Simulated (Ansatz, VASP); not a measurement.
One calculation of SiC, two programs

```xyz
4
Lattice="3.0919 0.0000 0.0000 -1.5460 2.6777 0.0000 0.0000 0.0000 5.0743" Properties=species:S:1:pos:R:3 pbc="T T T"
Si    0.0000    1.7851    2.5350
Si    1.5460    0.8926    5.0722
C     0.0000    1.7851    4.4421
C     1.5460    0.8926    1.9050
```

Alike in both runs: functional PBE; k mesh 12 × 12 × 6; occupations gaussian, width 0.02 eV; no spin polarisation.

Ansatz relaxed the structure, and its values are those at the end. VASP's run is a single point on that final structure, the one shown.

|  | VASP | Ansatz |
| --- | --- | --- |
| version | VASP 6.6.1 | Ansatz 0.2.0 |
| potentials or method | VASP PAW PBE potentials, release 64 (Si, C), cutoff 520 eV | scalar-relativistic, plane waves, PAW |
| valence electrons in the cell | 16 | 16 |

Ansatz gave:

- gap on the k mesh at the Fermi level (eV): 2.31
- least direct gap on the mesh (eV): 3.94
- pressure (GPa): 0.0

Task: Estimate VASP's values.

Result: gap on the k mesh at the Fermi level (eV): 2.30; least direct gap on the mesh (eV): 3.94; pressure (GPa): 0.0.
